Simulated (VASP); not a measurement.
Here is a VASP 6.6.1 calculation.

File INCAR:

```
PREC     = Accurate       # precision mode
ENCUT    = 520            # plane-wave cutoff, eV
EDIFF    = 1E-6           # SCF threshold, eV
ISMEAR   = -1             # smearing method
SIGMA    = 0.02           # smearing width, eV
LREAL    = F              # projectors in reciprocal space
LASPH    = T              # aspherical terms in the spheres
NELM     = 80             # most SCF steps
ALGO     = Normal         # electronic algorithm
ISIF     = 2              # what is computed and relaxed
LWAVE    = F              # write WAVECAR
LCHARG   = F              # write CHGCAR
GGA      = PE             # functional
NBANDS   = 16             # bands
```

The input KPOINTS:

```
regular mesh
0
Gamma
  11 11 6
```

File POSCAR:

```
AlN
1.0
    3.2043322162      0.0000000000      0.0000000000
   -1.6021661081      2.7750331013      0.0000000000
    0.0000000000      0.0000000000      4.9780000000
Al N
2 2
Direct
    0.3333333333      0.6666666667      0.0000000000
    0.6666666667      0.3333333333      0.5000000000
    0.3333333333      0.6666666667      0.3850000000
    0.6666666667      0.3333333333      0.8850000000
```

Potentials or basis: VASP PAW PBE potentials, release 64 (Al, N).

Launch:

```sh
$ cat potpaw_PBE.64/Al/POTCAR potpaw_PBE.64/N/POTCAR > POTCAR
$ mpirun -np 1 vasp_std > vasp.out
```

Question: Estimate the band gap on the k mesh.

Answer: 3.58 eV, direct.

Question: Estimate the pressure.

Answer: -7.4 GPa.

Question: Estimate the largest force.

Answer: 0.094 eV/Å.

Stress tensor (GPa, compression positive):
```
-10.57   0.00   0.00
  0.00 -10.57   0.00
  0.00   0.00  -1.20
```

Caveat: the cell differs from its parent crystal (equal xx and yy strain of +3 %).
